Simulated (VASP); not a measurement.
Set up this calculation in VASP 6.6.1, as the native input.

```
Task                   : electric field gradients
Functional             : PBE
Potentials or basis    : VASP PAW PBE potentials, release 64 (Rh_pv)
Cutoff                 : 520 eV
k mesh                 : 10 × 10 × 10
Occupations            : fermi-dirac, width 0.05 eV
Spin                   : no spin polarisation
Dipole correction      : no
Further INCAR settings : ALGO = Normal; EDIFF = 1e-08; NBANDS = 22
```

The structure of Rh lies in POSCAR:

```
Rh
1.0
    0.0000000000      2.5993341490      2.5993341490
    2.5993341490      0.0000000000      2.5993341490
    2.5993341490      2.5993341490      0.0000000000
Rh
2
Direct
   -0.1250000000     -0.1250000000     -0.1250000000
    0.1250000000      0.1250000000      0.1250000000
```

The input as run:

INCAR

```
PREC     = Accurate       # precision mode
ENCUT    = 520            # plane-wave cutoff, eV
EDIFF    = 1E-8           # SCF threshold, eV
ISMEAR   = -1             # smearing method
SIGMA    = 0.05           # smearing width, eV
LREAL    = False          # projectors in reciprocal space
LASPH    = True           # aspherical terms in the spheres
NELM     = 100            # most SCF steps
ALGO     = Normal         # electronic algorithm
ISIF     = 2              # what is computed and relaxed
LWAVE    = False          # write WAVECAR
LCHARG   = False          # write CHGCAR
GGA      = PE             # functional
LEFG     = True         
NBANDS   = 22             # bands
```

KPOINTS

```
regular mesh
0
Gamma
  10 10 10
```

Potentials or basis: VASP PAW PBE potentials, release 64 (Rh_pv).

The run is started by

```console
$ cat potpaw_PBE.64/Rh_pv/POTCAR > POTCAR
$ mpirun -np 1 vasp_std > vasp.out
```

It gave:

The pressure is 35.6 GPa and the band gap on the k mesh is zero (band 15 reaches 9.62 eV, above the bottom of band 16 at 8.06 eV).

Caveat: without QUAD_EFG the Cq values of the log hold for a quadrupole moment of 1 mb, not for the nuclei.

Run time: 32 s on 1 thread of Intel Xeon 6975P-C (shared host), peak memory 0.17 GiB.
